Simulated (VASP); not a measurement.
# TiO2 in VASP: a series of runs, part 2 of 2

VASP 6.6.1. The steps go on from the part before.

## 3. Single point, PBEsol

This run uses another cell than the first one, of 11.31 Å³/atom, 0.929 times its volume.

The input, INCAR:

```
SYSTEM = TiO2
ALGO     = Normal         ! electronic algorithm
EDIFF    = 1E-6           ! SCF threshold, eV
ENCUT    = 520            ! plane-wave cutoff, eV
GGA      = PS             ! functional
ISIF     = 2              ! what is computed and relaxed
ISMEAR   = -1             ! smearing method
LASPH    = .True.         ! aspherical terms in the spheres
LCHARG   = .False.        ! write CHGCAR
LREAL    = .False.        ! projectors in reciprocal space
LWAVE    = .False.        ! write WAVECAR
NBANDS   = 33             ! bands
NELM     = 60             ! most SCF steps
PREC     = Accurate       ! precision mode
SIGMA    = 0.05           ! smearing width, eV
```

The input, KPOINTS:

```
k-points
0
Gamma
  8 8 6
  0 0 0
```

The input, POSCAR:

```
TiO2
1.0
    2.6654918862     -2.6655955083     -0.0197203016
    2.6654918862      2.6655955083     -0.0197203016
   -2.6290307665      0.0000000000      4.7958982512
Ti O
2 4
Direct
    0.8749567772      0.1250432228      0.7500000000
    0.1250432228      0.8749567772      0.2500000000
    0.0826579322      0.3324789627      0.1650339869
    0.9173420678      0.6675210373      0.8349660131
    0.6675210373      0.9173420678      0.3349660131
    0.3324789627      0.0826579322      0.6650339869
```

Potentials or basis: VASP PAW PBE potentials, release 64 (Ti_sv, O).

On the command line:

```bash
$ cat potpaw_PBE.64/Ti_sv/POTCAR potpaw_PBE.64/O/POTCAR > POTCAR
$ mpirun -np 1 vasp_std > vasp.out
```

OUTCAR:

```text
SYSTEM = TiO2
   EDIFF = 1E-6
   ENCUT = 520
   GGA = PS
   ISIF = 2
   ISMEAR = -1
   LASPH = .True.
   LREAL = .False.
   NELM = 60
   PREC = Accurate

 ion  position               nearest neighbor table
   1  0.875  0.125  0.750-   4 1.93   6 1.93   4 1.93   6 1.93   3 1.98   5 1.98
   2  0.125  0.875  0.250-   3 1.93   5 1.93   5 1.93   3 1.93   6 1.98   4 1.98
   3  0.083  0.332  0.165-   2 1.93   2 1.93   1 1.98
   4  0.917  0.668  0.835-   1 1.93   1 1.93   2 1.98
   5  0.668  0.917  0.335-   2 1.93   2 1.93   1 1.98
   6  0.332  0.083  0.665-   1 1.93   1 1.93   2 1.98

  LATTYP: Found a base centered monoclinic cell.
 ALAT       =     5.3311296685
 B/A-ratio  =     1.0000115075
 C/A-ratio  =     1.0259039328
 COS(beta)  =    -0.4871693460

  Lattice vectors:

 A1 = (   2.6654918862,  -2.6655955083,  -0.0197203016)
 A2 = (   2.6654918862,   2.6655955083,  -0.0197203016)
 A3 = (  -2.6290307665,   0.0000000000,   4.7958982512)

Analysis of symmetry for initial positions (statically):
=====================================================================
 Subroutine PRICEL returns:
 Original cell was already a primitive cell.

 Routine SETGRP: Setting up the symmetry group for a
 base centered monoclinic supercell.

 Subroutine GETGRP returns: Found  4 space group operations
 (whereof  2 operations were pure point group operations)
 out of a pool of  4 trial point group operations.

The static configuration has the point symmetry S_2 .
 The point group associated with its full space group is C_2h.

Analysis of symmetry for dynamics (positions and initial velocities):
=====================================================================
 Subroutine PRICEL returns:
 Original cell was already a primitive cell.

 Routine SETGRP: Setting up the symmetry group for a
 base centered monoclinic supercell.

[... 125 lines left out ...]
   NUPDOWN=      -1.0000    fix difference up-down
   EMIN   =  10.00;   EMAX   =-10.00  energy-range for DOS
   EFERMI =   0.00;   METHOD = LEGACY
   ISMEAR =    -1;   SIGMA  =   0.05  broadening in eV -4-tet -1-fermi 0-gaus
   EFERMI_NEDOS =   21; number of points for ismear=-14 and -15
   IALGO  =     38    algorithm
   IMIX   =      4    mixing-type and parameters
     AMIX     =   0.40;   BMIX     =  1.00
     AMIX_MAG =   1.60;   BMIX_MAG =  1.00
  volume/ion in A,a.u.               =      11.31        76.34
  Fermi-wavevector in a.u.,A,eV,Ry     =   1.458545  2.756250 28.944384  2.127352
  Thomas-Fermi vector in A             =   2.575216
   LORBIT       =      0    0 simple, 1 ext, 2 COOP (PROOUT), +10 PAW based schemes
   GGA     = PS    functional components
   LHFCALC =     F    Hartree Fock is set to
   AEXX    =    0.0000 exact exchange contribution
   IVDW    =     0    specifies the selected vdW correction
   LEPSILON=     F    determine dielectric tensor
   LRPA    =     F    only Hartree local field effects (RPA)
 non-spin polarized calculation
  energy-cutoff  :      520.00
  volume of cell :       67.87
 maximum number of plane-waves:      1850
   NGX = 13   NGY = 13   NGZ = 21

 number of electron      47.9999994 magnetization

 Free energy of the ion-electron system (eV)
  ---------------------------------------------------
  ext. energy  EPLUGINS =         0.00000000
  ---------------------------------------------------
  free energy    TOTEN  =       -56.21746447 eV

  energy without entropy =      -56.21746447  energy(sigma->0) =      -56.21746447

 E-fermi :   4.3904     XC(G=0): -11.0354

 val. band max:        3.2784305238   @ k =  -0.3750   0.3750   0.0000
 cond. band min:       5.4029973276   @ k =   0.0000   0.0000   0.0000
 fundamental gap:      2.1245668038
 Fermi energy:         4.3903874966

 k-point     1 :       0.0000    0.0000    0.0000
  band No.  band energies     occupation
      1     -52.7912      2.00000
      2     -52.7288      2.00000
      3     -29.3835      2.00000
      4     -29.1346      2.00000
      5     -29.1346      2.00000
      6     -29.0615      2.00000
[... 853 lines left out ...]
     32       9.3361      0.00000
     33       9.4493      0.00000

 [... further k-points ...]
[... 5 lines left out ...]
  --------------------------------------------------------------------------------------
  -------------------------------------------------------------------------------------
  Total        0.2925606      0.2919763      0.3241014      0.0000000      0.0000000     -0.0027960
  in kB        6.9058920      6.8921006      7.6504115      0.0000000      0.0000000     -0.0660004
  external PRESSURE =       7.1494680 kB  Pullay stress =       0.0000000 kB

 VOLUME and BASIS-vectors are now :
 -----------------------------------------------------------------------------
  energy-cutoff  :      520.00
  volume of cell :       67.87
      direct lattice vectors                 reciprocal lattice vectors
     2.665491886 -2.665595508 -0.019720302     0.188346508 -0.187575346  0.103248388
     2.665491886  2.665595508 -0.019720302     0.188346508  0.187575346  0.103248388
    -2.629030767  0.000000000  4.795898251     0.001548928  0.000000000  0.209360609

 POSITION                                       TOTAL-FORCE (eV/Angst)
 -----------------------------------------------------------------------------------
      0.69372     -1.99897      3.57720         0.000000      0.000175      0.000000
      2.00823      1.99897      1.17925        -0.000000     -0.000175      0.000000
      0.67266      0.66592      0.78330        -0.000185      0.000381      0.019715
      2.02929     -0.66592      3.97316         0.000185     -0.000381     -0.019715
      3.34380      0.66592      1.57521         0.000185      0.000381     -0.019715
     -0.64185     -0.66592      3.18125        -0.000185     -0.000381      0.019715
 -----------------------------------------------------------------------------------
    total drift:                                0.000000      0.000000     -0.000000

  FREE ENERGIE OF THE ION-ELECTRON SYSTEM (eV)
  ---------------------------------------------------
  free  energy   TOTEN  =       -56.2174644713 eV

  energy  without entropy=      -56.2174644713  energy(sigma->0) =      -56.21746447
```

It took 1.9 min on 1 thread of Intel Xeon 6975P-C (Granite Rapids), shared host; peak memory 0.31 GiB.

What came out:

```yaml
Free_energy: -56.2175 eV
Pressure: 0.7 GPa
Largest_force: 0.020 eV/Å
Band_gap_on_the_k_mesh: 2.12 eV, indirect (least direct gap 2.43 eV)
```

Forces in eV/Å, atoms in the order of the input:
```
Ti   0.000  0.000  0.000
Ti   0.000  0.000  0.000
O    0.000  0.000  0.020
O    0.000  0.000 -0.020
O    0.000  0.000 -0.020
O    0.000  0.000  0.020
```

Stress tensor (GPa, compression positive):
```
 0.69  0.00 -0.01
 0.00  0.69  0.00
-0.01  0.00  0.77
```

Caveat: the PAW data sets were made with another functional, which shifts forces and pressure a little. A hybrid or GW would open this gap; PBEsol tends to underestimate it.

## 4. Single point, r2SCAN

This run uses another cell than the first one, of 11.40 Å³/atom, 0.936 times its volume.

The input, POSCAR:

```
TiO2
1.0
    2.6711591092     -2.6712447693     -0.0201434343
    2.6711591092      2.6712447693     -0.0201434343
   -2.6352961796      0.0000000000      4.8120240327
Ti O
2 4
Direct
    0.8750127332      0.1249872668      0.7500000000
    0.1249872668      0.8750127332      0.2500000000
    0.0822509662      0.3322792145      0.1645436780
    0.9177490338      0.6677207855      0.8354563220
    0.6677207855      0.9177490338      0.3354563220
    0.3322792145      0.0822509662      0.6645436780
```

The input, INCAR.step1:

```
  ALGO = Normal
  EDIFF = 1E-4
  ENCUT = 520
  GGA = PE
  ISMEAR = -1
  LASPH = T
  LCHARG = F
  LREAL = F
  LWAVE = T
  NBANDS = 33
  NELM = 60
  PREC = Accurate
  SIGMA = 0.05
```

The input, INCAR.step2:

```
  ALGO = Normal
  EDIFF = 1E-6
  ENCUT = 520
  ISIF = 2
  ISMEAR = -1
  ISTART = 1
  LASPH = T
  LCHARG = F
  LMIXTAU = T
  LREAL = F
  LWAVE = F
  METAGGA = R2SCAN
  NBANDS = 33
  NELM = 60
  PREC = Accurate
  SIGMA = 0.05
```

The input, KPOINTS:

```
k-points
0
Gamma
  8 8 6
```

On the command line:

```bash
$ cat potpaw_PBE.64/Ti_sv/POTCAR potpaw_PBE.64/O/POTCAR > POTCAR
$ cp INCAR.step1 INCAR
$ mpirun -np 1 vasp_std > vasp.out
$ cp INCAR.step2 INCAR
$ mpirun -np 1 vasp_std > vasp.out
```

Wall time 6.6 min (1 thread of Intel Xeon 6975P-C (Granite Rapids), shared host); peak memory 0.32 GiB.

Results (log left out):

```yaml
Free_energy: -69.8581 eV
Pressure: 1.2 GPa
Largest_force: 0.026 eV/Å
Band_gap_on_the_k_mesh: 2.59 eV, indirect (least direct gap 2.90 eV)
```

Forces on the atoms (eV/Å):
```
Ti   0.000  0.001  0.000
Ti   0.000 -0.001  0.000
O    0.000 -0.001  0.026
O    0.000  0.001 -0.026
O    0.000 -0.001 -0.026
O    0.000  0.001  0.026
```

Stress tensor (GPa, compression positive):
```
1.31 0.00 0.00
0.00 1.30 0.00
0.00 0.00 1.10
```

Levels at points of the mesh, in eV from the valence-band top:
| k point | band 20 | band 21 | band 22 | band 23 | band 24 | band 25 | band 26 | band 27 | band 28 | band 29 |
| --- | --- | --- | --- | --- | --- | --- | --- | --- | --- | --- |
| (0.00, 0.00, 0.00) | -0.80 | -0.76 | -0.76 | -0.44 | -0.44 | 2.59 | 3.31 | 4.50 | 4.50 | 4.51 |
| (0.50, 0.00, 0.00) | -1.97 | -1.92 | -0.93 | -0.84 | -0.65 | 3.72 | 3.99 | 4.04 | 4.09 | 4.76 |
| (0.50, 0.50, 0.00) | -2.68 | -2.05 | -2.05 | -0.01 | -0.01 | 3.77 | 3.77 | 4.24 | 4.24 | 5.37 |
| (0.00, 0.00, 0.50) | -1.37 | -1.26 | -1.26 | -0.09 | -0.09 | 2.94 | 2.94 | 4.26 | 4.26 | 4.76 |
| (0.50, 0.00, 0.50) | -1.97 | -1.92 | -0.93 | -0.84 | -0.65 | 3.72 | 3.99 | 4.04 | 4.09 | 4.76 |
| (0.50, 0.50, 0.50) | -2.68 | -2.05 | -2.05 | -0.01 | -0.01 | 3.77 | 3.77 | 4.24 | 4.24 | 5.37 |

Caveat: the PAW data sets were made with another functional, which shifts forces and pressure a little.

## 5. Single point, PBE

This run uses another cell than the first one, of 11.71 Å³/atom, 0.962 times its volume.

The input, INCAR:

```
SYSTEM = TiO2
PREC     = Accurate       ! precision mode
ENCUT    = 520            ! plane-wave cutoff, eV
EDIFF    = 1E-7           ! SCF threshold, eV
ISMEAR   = -1             ! smearing method
SIGMA    = 0.05           ! smearing width, eV
LREAL    = .FALSE.        ! projectors in reciprocal space
LASPH    = .TRUE.         ! aspherical terms in the spheres
NELM     = 100            ! most SCF steps
ALGO     = Normal         ! electronic algorithm
ISIF     = 2              ! what is computed and relaxed
LWAVE    = .FALSE.        ! write WAVECAR
LCHARG   = .FALSE.        ! write CHGCAR
GGA      = PE             ! functional
NBANDS   = 33             ! bands
```

The input, KPOINTS:

```
Automatic mesh
0
G
  8 8 6
  0 0 0
```

The input, POSCAR:

```
TiO2
1.0
    2.7060340000     -2.7066550000      0.0000000000
    2.7060340000      2.7066550000      0.0000000000
   -2.6335310000      0.0000000000      4.7966370000
Ti O
2 4
Direct
    0.8658900000      0.1341100000      0.7500000000
    0.1341100000      0.8658900000      0.2500000000
    0.0887550000      0.3312210000      0.1671490000
    0.9112450000      0.6687790000      0.8328510000
    0.6687790000      0.9112450000      0.3328510000
    0.3312210000      0.0887550000      0.6671490000
```

On the command line:

```bash
$ cat potpaw_PBE.64/Ti_sv/POTCAR potpaw_PBE.64/O/POTCAR > POTCAR
$ mpirun -np 1 vasp_std > vasp.out
```

Run time: 5 min. Hardware: 1 thread of Intel Xeon 6975P-C, shared host; peak memory 0.32 GiB.

It converged, with:

```
Free energy            : -53.8547 eV
Pressure               : -1.0 GPa
Largest force          : 0.105 eV/Å
Band gap on the k mesh : 2.05 eV, indirect (least direct gap 2.39 eV)
```

Forces in eV/Å, atoms in the order of the input:
```
Ti   0.000 -0.063  0.000
Ti   0.000  0.063  0.000
O    0.001  0.027 -0.102
O   -0.001 -0.027  0.102
O   -0.001  0.027  0.102
O    0.001 -0.027 -0.102
```

Stress tensor (GPa, compression positive):
```
-1.21  0.00 -0.23
 0.00 -1.25  0.00
-0.23  0.00 -0.59
```

Levels at points of the mesh, in eV from the valence-band top:
```csv
k point,band 21,band 22,band 23,band 24,band 25,band 26,band 27,band 28
"(0.00, 0.00, 0.00)",-0.76,-0.72,-0.44,-0.43,2.05,2.76,3.79,3.80
"(0.50, 0.00, 0.00)",-1.85,-0.89,-0.87,-0.62,3.19,3.34,3.37,3.60
"(0.50, 0.50, 0.00)",-2.15,-1.85,-0.01,0.00,3.20,3.24,3.50,3.84
"(0.00, 0.00, 0.50)",-1.24,-1.24,-0.13,-0.13,2.39,2.39,3.62,3.62
"(0.50, 0.00, 0.50)",-1.85,-0.88,-0.87,-0.62,3.04,3.44,3.47,3.49
"(0.50, 0.50, 0.50)",-2.00,-2.00,-0.02,-0.02,3.23,3.23,3.68,3.68
```

A k mesh can miss the band edges. PBE gaps usually lie below the measured ones, often by a third to a half.

## 6. Single point, PBE+U

This run uses another cell than the first one, of 11.71 Å³/atom, 0.962 times its volume.

The input, INCAR:

```
  PREC = Accurate
  ENCUT = 520
  EDIFF = 1E-6
  ISMEAR = -1
  SIGMA = 0.05
  LREAL = F
  LASPH = T
  NELM = 150
  ALGO = Normal
  ISIF = 2
  LWAVE = F
  LCHARG = F
  LMAXMIX = 4
  LDAU = T
  LDAUTYPE = 2
  LDAUL = 2 -1
  LDAUU = 3 0
  LDAUJ = 0 0
  LDAUPRINT = 1
  GGA = PE
  NBANDS = 33
```

The input, KPOINTS:

```
Automatic mesh
0
Gamma
  8 8 6
```

POSCAR is that of step 5.

Potentials or basis: VASP PAW PBE potentials, release 64 (Ti_sv, O).

On the command line:

```bash
$ cat potpaw_PBE.64/Ti_sv/POTCAR potpaw_PBE.64/O/POTCAR > POTCAR
$ mpirun -np 1 vasp_std > vasp.out
```

It took 7.3 min on 1 thread of Oxide Virtual Turin-like, shared host; peak memory 0.28 GiB.

It converged, with:

| Quantity | Value |
| --- | --- |
| Free energy | -49.7788 eV |
| Pressure | 4.0 GPa |
| Largest force | 0.206 eV/Å |
| Band gap on the k mesh | 2.46 eV, indirect (least direct gap 2.82 eV) |

Forces on the atoms (eV/Å):
```
Ti   0.000 -0.206  0.000
Ti   0.000  0.206  0.000
O   -0.063 -0.034 -0.030
O    0.063  0.034  0.030
O    0.063 -0.034  0.030
O   -0.063  0.034 -0.030
```

Stress tensor (GPa, compression positive):
```
4.24 0.00 0.15
0.00 4.17 0.00
0.15 0.00 3.65
```

Levels at points of the mesh, in eV from the valence-band top:
```tsv
k point	band 20	band 21	band 22	band 23	band 24	band 25	band 26	band 27	band 28	band 29
(0.00, 0.00, 0.00)	-0.80	-0.76	-0.74	-0.45	-0.44	2.46	3.19	4.12	4.13	4.20
(0.50, 0.00, 0.00)	-1.97	-1.79	-0.92	-0.91	-0.66	3.59	3.70	3.70	3.99	4.43
(0.50, 0.50, 0.00)	-2.39	-2.14	-1.86	-0.02	0.00	3.61	3.63	3.87	4.19	5.02
(0.00, 0.00, 0.50)	-1.39	-1.28	-1.28	-0.15	-0.15	2.81	2.81	4.04	4.04	4.32
(0.50, 0.00, 0.50)	-1.87	-1.81	-0.92	-0.89	-0.66	3.45	3.80	3.82	3.83	4.50
(0.50, 0.50, 0.50)	-2.53	-2.00	-2.00	-0.02	-0.02	3.62	3.62	4.04	4.04	5.05
```

Eigenvalues of the final occupation matrices:
```
    site  spin  trace               eigenvalues
site 1 d     1   0.82  0.10 0.10 0.11 0.25 0.25
site 1 d     2   0.82  0.10 0.10 0.11 0.25 0.25
site 2 d     1   0.82  0.10 0.10 0.11 0.25 0.25
site 2 d     2   0.82  0.10 0.10 0.11 0.25 0.25
```

A k mesh can miss the band edges.

## 7. Single point, PBE+U

This run uses another cell than the first one, of 11.71 Å³/atom, 0.962 times its volume.

The input, INCAR:

```
PREC     = Accurate       # precision mode
ENCUT    = 520            # plane-wave cutoff, eV
EDIFF    = 1E-7           # SCF threshold, eV
ISMEAR   = -1             # smearing method
SIGMA    = 0.05           # smearing width, eV
LREAL    = False          # projectors in reciprocal space
LASPH    = True           # aspherical terms in the spheres
NELM     = 150            # most SCF steps
ALGO     = Normal         # electronic algorithm
ISIF     = 2              # what is computed and relaxed
LWAVE    = False          # write WAVECAR
LCHARG   = False          # write CHGCAR
LMAXMIX  = 4              # l up to which the mixer works
LDAU     = True           # DFT+U
LDAUTYPE = 2            
LDAUL    = 2 -1           # shell
LDAUU    = 4 0            # U, eV
LDAUJ    = 0 0          
LDAUPRINT= 1            
GGA      = PE             # functional
NBANDS   = 33             # bands
```

KPOINTS is that of step 6.

POSCAR is that of step 6.

On the command line:

```bash
$ cat potpaw_PBE.64/Ti_sv/POTCAR potpaw_PBE.64/O/POTCAR > POTCAR
$ mpirun -np 1 vasp_std > vasp.out
```

Run time: 8.2 min. Hardware: 1 thread of Oxide Virtual Turin-like, shared host; peak memory 0.28 GiB.

Results (log left out):

| Property | Result |
| --- | --- |
| Free energy | -48.4734 eV |
| Pressure | 5.7 GPa |
| Largest force | 0.254 eV/Å |
| Band gap on the k mesh | 2.61 eV, indirect (least direct gap 2.97 eV) |

Forces in eV/Å, atoms in the order of the input:
```
Ti   0.000 -0.254  0.000
Ti   0.000  0.254  0.000
O   -0.085 -0.055 -0.004
O    0.085  0.055  0.004
O    0.085 -0.055  0.004
O   -0.085  0.055 -0.004
```

Stress tensor (GPa, compression positive):
```
6.09 0.00 0.28
0.00 6.00 0.00
0.28 0.00 5.12
```

Levels at points of the mesh, in eV from the valence-band top:
| k point | band 21 | band 22 | band 23 | band 24 | band 25 | band 26 | band 27 | band 28 |
| --- | --- | --- | --- | --- | --- | --- | --- | --- |
| (0.00, 0.00, 0.00) | -0.75 | -0.75 | -0.45 | -0.44 | 2.61 | 3.35 | 4.24 | 4.25 |
| (0.50, 0.00, 0.00) | -1.77 | -0.94 | -0.91 | -0.67 | 3.73 | 3.82 | 3.83 | 4.14 |
| (0.50, 0.50, 0.00) | -2.14 | -1.87 | -0.02 | 0.00 | 3.76 | 3.77 | 4.01 | 4.32 |
| (0.00, 0.00, 0.50) | -1.29 | -1.29 | -0.16 | -0.16 | 2.96 | 2.96 | 4.20 | 4.20 |
| (0.50, 0.00, 0.50) | -1.79 | -0.94 | -0.89 | -0.67 | 3.60 | 3.93 | 3.93 | 3.98 |
| (0.50, 0.50, 0.50) | -2.00 | -2.00 | -0.02 | -0.02 | 3.77 | 3.77 | 4.17 | 4.17 |

Eigenvalues of the final occupation matrices:
```
    site  spin  trace               eigenvalues
site 1 d     1   0.80  0.10 0.10 0.11 0.25 0.25
site 1 d     2   0.80  0.10 0.10 0.11 0.25 0.25
site 2 d     1   0.80  0.10 0.10 0.11 0.25 0.25
site 2 d     2   0.80  0.10 0.10 0.11 0.25 0.25
```

A k mesh can miss the band edges.

## 8. The runs side by side

```csv
level,potentials or basis,U,cell,gap on the mesh (eV),pressure (GPa),largest force (eV/Å)
LDA,"VASP PAW LDA potentials, release 64 (Ti_sv, O)",-,"a = 3.878, b = 3.878, c = 5.544 Å, angles 109.9, 109.9, 90.0°, 6 atoms",1.87,-18.5,0.52
PBEsol,"VASP PAW PBE potentials, release 64 (Ti_sv, O)",-,"a = 3.770, b = 3.770, c = 5.469 Å, angles 110.1, 110.1, 90.0°, 6 atoms",2.12,0.7,0.02
r2SCAN,"VASP PAW PBE potentials, release 64 (Ti_sv, O)",-,"a = 3.778, b = 3.778, c = 5.486 Å, angles 110.1, 110.1, 90.0°, 6 atoms",2.59,1.2,0.03
PBE,"VASP PAW PBE potentials, release 64 (Ti_sv, O)",-,"a = 3.827, b = 3.827, c = 5.472 Å, angles 109.9, 109.9, 90.0°, 6 atoms",2.05,-1.0,0.11
PBE+U,"VASP PAW PBE potentials, release 64 (Ti_sv, O)",Ti d U = 3.0 eV,"a = 3.827, b = 3.827, c = 5.472 Å, angles 109.9, 109.9, 90.0°, 6 atoms",2.46,4.0,0.21
PBE+U,"VASP PAW PBE potentials, release 64 (Ti_sv, O)",Ti d U = 4.0 eV,"a = 3.827, b = 3.827, c = 5.472 Å, angles 109.9, 109.9, 90.0°, 6 atoms",2.61,5.7,0.25
```

Alike in all rows: task single point; no spin polarisation; k mesh 8 × 8 × 6; cutoff (eV) 520; smearing fermi-dirac 0.05 eV.

Caveats: the PAW data sets were made with another functional, which shifts forces and pressure a little (some runs).

Absolute energies hang on the potentials; compare differences alone.
